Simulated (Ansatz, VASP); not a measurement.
Mg: VASP beside Ansatz

```xyz
1
Lattice="2.8704 0.0000 0.0000 -1.4352 2.4859 0.0000 0.0000 0.0000 3.4384" Properties=species:S:1:pos:R:3 pbc="T T T"
Mg    0.0000    0.0000    0.0000
```

Alike in both runs: task single point; functional r2SCAN; k mesh 21 × 21 × 18; occupations gaussian, width 0.15 eV; no spin polarisation.

```csv
,VASP,Ansatz
version,VASP 6.6.1,Ansatz 0.2.0
potentials or method,"VASP PAW PBE potentials, release 64 (Mg), cutoff 520 eV","scalar-relativistic, plane waves, PAW"
valence electrons in the cell,2,10
```

```csv
,VASP,Ansatz,Ansatz less VASP
gap on the k mesh at the Fermi level (eV),none,none,-
pressure (GPa),4.4,4.5,+0.17
"traceless stress, the component that is largest in VASP (GPa)",-8.38,-8.52,-0.145
```

VASP's potentials were made for PBE, not for r2SCAN. A gap of «none» marks a metal or a gap that the smearing closes. VASP's potentials hold 2 valence electrons a cell and Ansatz's 10, so a difference there can come from the potentials and not from the codes.
